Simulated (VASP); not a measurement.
# Cd2H3 (R-3c) in VASP: single point with PBE

Aim: the single point of Cd2H3 with PBE.

Program: VASP 6.6.1. These are calculated values, not measurements. Logs are shortened: lines on timing, memory, paths and dates and some standing lists are left out, and cuts for length are marked.

## Step 1: The cell of the first run

Symmetry: R-3c, No. 167, trigonal system. Conventional cell: a = 6.058 Å, b = 6.058 Å, c = 13.770 Å, α = 90.00°, β = 90.00°, γ = 120.00°. Cd (site symmetry 3) has 3 H at 1.90 Å within 2.5 Å. H (site symmetry 2) has 2 Cd at 1.90 Å within 2.5 Å.

## Step 2: Single point, PBE

INCAR reads:

```
SYSTEM = Cd2H3
PREC = Accurate
ENCUT = 520
EDIFF = 1E-6
ISMEAR = 0
SIGMA = 0.1
LREAL = .False.
LASPH = .True.
NELM = 100
ALGO = Normal
ISIF = 2
LWAVE = .False.
LCHARG = .False.
GGA = PE
NBANDS = 38
```

KPOINTS reads:

```
Automatic mesh
0
Gamma
  12 12 12
  0 0 0
```

POSCAR reads:

```
Cd2H3
1.0
    3.0289680786      1.7487755355      4.5900673904
   -3.0289680786      1.7487755355      4.5900673904
    0.0000000000     -3.4975510711      4.5900673904
Cd H
4 6
Direct
    0.8668421441      0.8668421441      0.8668421441
    0.6331578559      0.6331578559      0.6331578559
    0.1331578559      0.1331578559      0.1331578559
    0.3668421441      0.3668421441      0.3668421441
    0.2021371246      0.2978628754      0.7500000000
    0.7500000000      0.2021371246      0.2978628754
    0.2978628754      0.7500000000      0.2021371246
    0.7978628754      0.7021371246      0.2500000000
    0.2500000000      0.7978628754      0.7021371246
    0.7021371246      0.2500000000      0.7978628754
```

Potentials or basis: VASP PAW PBE potentials, release 64 (Cd, H).

Launch:

```console
$ cat potpaw_PBE.64/Cd/POTCAR potpaw_PBE.64/H/POTCAR > POTCAR
$ mpirun -np 1 vasp_std > vasp.out
```

OUTCAR:

```text
SYSTEM = Cd2H3
   PREC = Accurate
   ENCUT = 520
   EDIFF = 1E-6
   ISMEAR = 0
   LREAL = .False.
   LASPH = .True.
   NELM = 100
   ISIF = 2
   GGA = PE

 ion  position               nearest neighbor table
   1  0.867  0.867  0.867-   9 1.90   8 1.90  10 1.90   2 3.22   3 3.62   3 3.62   3 3.62   3 3.67
                             2 3.76   2 3.76   2 3.76
   2  0.633  0.633  0.633-  10 1.90   8 1.90   9 1.90   1 3.22   4 3.62   4 3.62   4 3.62   4 3.67
                             1 3.76   1 3.76   1 3.76
   3  0.133  0.133  0.133-   6 1.90   5 1.90   7 1.90   4 3.22   1 3.62   1 3.62   1 3.62   1 3.67
                             4 3.76   4 3.76   4 3.76
   4  0.367  0.367  0.367-   7 1.90   5 1.90   6 1.90   3 3.22   2 3.62   2 3.62   2 3.62   2 3.67
                             3 3.76   3 3.76   3 3.76
   5  0.202  0.298  0.750-   3 1.90   4 1.90
   6  0.750  0.202  0.298-   3 1.90   4 1.90
   7  0.298  0.750  0.202-   4 1.90   3 1.90
   8  0.798  0.702  0.250-   1 1.90   2 1.90
   9  0.250  0.798  0.702-   1 1.90   2 1.90
  10  0.702  0.250  0.798-   2 1.90   1 1.90

  LATTYP: Found a trigonal (rhomboedric) cell.
 ALAT       =     5.7707523030
 COS(alpha) =     0.4489962920

  Lattice vectors:

 A1 = (   3.0289680786,   1.7487755355,   4.5900673904)
 A2 = (  -3.0289680786,   1.7487755355,   4.5900673904)
 A3 = (   0.0000000000,  -3.4975510711,   4.5900673904)

Analysis of symmetry for initial positions (statically):
=====================================================================
 Subroutine PRICEL returns:
 Original cell was already a primitive cell.

 Routine SETGRP: Setting up the symmetry group for a
 trigonal (rhombohedral) supercell.

 Subroutine GETGRP returns: Found 12 space group operations
 (whereof  6 operations were pure point group operations)
 out of a pool of 12 trial point group operations.

The static configuration has the point symmetry S_6 .
 The point group associated with its full space group is D_3d.

Analysis of symmetry for dynamics (positions and initial velocities):
=====================================================================
 Subroutine PRICEL returns:
 Original cell was already a primitive cell.

 Routine SETGRP: Setting up the symmetry group for a
 trigonal (rhombohedral) supercell.

 Subroutine GETGRP returns: Found 12 space group operations
 (whereof  6 operations were pure point group operations)
 out of a pool of 12 trial point group operations.

The dynamic configuration has the point symmetry S_6 .
[... 126 lines left out ...]
   PSTRESS=    0.0 pullay stress
   NELECT =      54.0000    total number of electrons
   NUPDOWN=      -1.0000    fix difference up-down
   EMIN   =  10.00;   EMAX   =-10.00  energy-range for DOS
   EFERMI =   0.00;   METHOD = LEGACY
   ISMEAR =     0;   SIGMA  =   0.10  broadening in eV -4-tet -1-fermi 0-gaus
   EFERMI_NEDOS =   21; number of points for ismear=-14 and -15
   IALGO  =     38    algorithm
   IMIX   =      4    mixing-type and parameters
     AMIX     =   0.40;   BMIX     =  1.00
     AMIX_MAG =   1.60;   BMIX_MAG =  1.00
  volume/ion in A,a.u.               =      14.59        98.45
  Fermi-wavevector in a.u.,A,eV,Ry     =   1.175456  2.221290 18.799128  1.381697
  Thomas-Fermi vector in A             =   2.311836
   LORBIT       =      0    0 simple, 1 ext, 2 COOP (PROOUT), +10 PAW based schemes
   GGA     = PE    functional components
   LHFCALC =     F    Hartree Fock is set to
   AEXX    =    0.0000 exact exchange contribution
   IVDW    =     0    specifies the selected vdW correction
   LEPSILON=     F    determine dielectric tensor
   LRPA    =     F    only Hartree local field effects (RPA)
 non-spin polarized calculation
 Gauss-broadening in eV      SIGMA  =   0.10
  energy-cutoff  :      520.00
  volume of cell :      145.88
 maximum number of plane-waves:      3965
 NGX is ok and might be reduce to    48
   NGX = 21   NGY = 21   NGZ = 21

 number of electron      54.0000002 magnetization

 Free energy of the ion-electron system (eV)
  ---------------------------------------------------
  ext. energy  EPLUGINS =         0.00000000
  ---------------------------------------------------
  free energy    TOTEN  =       -19.27676185 eV

  energy without entropy =      -19.26625348  energy(sigma->0) =      -19.27150767

 E-fermi :   0.4965     XC(G=0):  -9.1793

 val. band max:        0.4947654405   @ k =  -0.3333   0.0833   0.0833
 cond. band min:       0.5017614575   @ k =   0.4167   0.0000   0.0000
 fundamental gap:      0.0069960170
 Fermi energy:         0.4965436679

 k-point     1 :       0.0000    0.0000    0.0000
  band No.  band energies     occupation
      1      -8.5875      2.00000
      2      -8.5875      2.00000
      3      -8.4046      2.00000
      4      -8.4046      2.00000
      5      -8.3553      2.00000
      6      -8.1967      2.00000
[... 973 lines left out ...]
     37       8.2641      0.00000
     38       8.5722      0.00000

 [... further k-points ...]

------------------------ aborting loop because EDIFF is reached ----------------------------------------

  FORCE on cell =-STRESS in cart. coord.  units (eV):
  Direction    XX          YY          ZZ          XY          YZ          ZX
  --------------------------------------------------------------------------------------
  -------------------------------------------------------------------------------------
  Total        0.2535774      0.2535774      0.0869682      0.0000000     -0.0000000      0.0000000
  in kB        2.7849803      2.7849803      0.9551508      0.0000000     -0.0000000      0.0000000
  external PRESSURE =       2.1750371 kB  Pullay stress =       0.0000000 kB

 VOLUME and BASIS-vectors are now :
 -----------------------------------------------------------------------------
  energy-cutoff  :      520.00
  volume of cell :      145.88
      direct lattice vectors                 reciprocal lattice vectors
     3.028968079  1.748775536  4.590067390     0.165072720  0.095304779  0.072620575
    -3.028968079  1.748775536  4.590067390    -0.165072720  0.095304779  0.072620575
     0.000000000 -3.497551071  4.590067390     0.000000000 -0.190609559  0.072620575

 POSITION                                       TOTAL-FORCE (eV/Angst)
 -----------------------------------------------------------------------------------
      0.00000     -0.00000     11.93659         0.000000      0.000000     -0.022500
      0.00000     -0.00000      8.71871         0.000000     -0.000000      0.022500
      0.00000     -0.00000      1.83361         0.000000     -0.000000      0.022500
      0.00000     -0.00000      5.05149         0.000000      0.000000     -0.022500
     -0.28995     -1.74878      5.73758        -0.007517     -0.000000     -0.000000
      1.65946      0.62328      5.73758         0.003758     -0.006510     -0.000000
     -1.36951      1.12549      5.73758         0.003758      0.006510     -0.000000
      0.28995      1.74878      8.03262         0.007517      0.000000      0.000000
     -1.65946     -0.62328      8.03262        -0.003758      0.006510     -0.000000
      1.36951     -1.12549      8.03262        -0.003758     -0.006510     -0.000000
 -----------------------------------------------------------------------------------
    total drift:                                0.000000     -0.000000     -0.000000

  FREE ENERGIE OF THE ION-ELECTRON SYSTEM (eV)
  ---------------------------------------------------
  free  energy   TOTEN  =       -19.2767618510 eV

  energy  without entropy=      -19.2662534841  energy(sigma->0) =      -19.27150767
```

OSZICAR:

```text
N       E                     dE             d eps       ncg     rms          rms(c)
DAV:   1     0.364315501645E+03    0.36432E+03   -0.26784E+04 14364   0.133E+03
DAV:   2    -0.812998168831E+01   -0.37245E+03   -0.35905E+03 15342   0.348E+02
DAV:   3    -0.215103210706E+02   -0.13380E+02   -0.13323E+02 16576   0.722E+01
DAV:   4    -0.215589511246E+02   -0.48630E-01   -0.48613E-01 15402   0.419E+00
DAV:   5    -0.215591367568E+02   -0.18563E-03   -0.18563E-03 16120   0.226E-01    0.109E+01
DAV:   6    -0.195947070251E+02    0.19644E+01   -0.20404E+00 16706   0.136E+01    0.754E+00
DAV:   7    -0.192668748895E+02    0.32783E+00   -0.20226E+00 15912   0.621E+00    0.259E+00
DAV:   8    -0.192762392211E+02   -0.93643E-02   -0.24353E-01 15264   0.383E+00    0.478E-01
DAV:   9    -0.192759627059E+02    0.27652E-03   -0.10882E-02 15916   0.102E+00    0.260E-01
DAV:  10    -0.192767560689E+02   -0.79336E-03   -0.26110E-03 14922   0.320E-01    0.307E-02
DAV:  11    -0.192767778122E+02   -0.21743E-04   -0.22596E-04 15960   0.983E-02    0.362E-02
DAV:  12    -0.192767616047E+02    0.16208E-04   -0.50557E-05 16144   0.666E-02    0.579E-03
DAV:  13    -0.192767618510E+02   -0.24637E-06   -0.76370E-06 13600   0.107E-02
   1 F= -.19276762E+02 E0= -.19271508E+02  d E =-.105084E-01
```

Run time: 29 min. Hardware: 1 thread of Intel Xeon 8259CL, shared host; peak memory 0.87 GiB.

What came out:

| Item | Value |
| --- | --- |
| Free energy | -19.2768 eV |
| Pressure | 0.2 GPa |
| Largest force | 0.022 eV/Å |
| Band gap on the k mesh | zero (bands 27 and 28 overlap by 2.11 eV) |

Forces in eV/Å, atoms in the order of the input:
```
Cd   0.000  0.000 -0.022
Cd   0.000  0.000  0.022
Cd   0.000  0.000  0.022
Cd   0.000  0.000 -0.022
H   -0.008  0.000  0.000
H    0.004 -0.007  0.000
H    0.004  0.007  0.000
H    0.008  0.000  0.000
H   -0.004  0.007  0.000
H   -0.004 -0.007  0.000
```
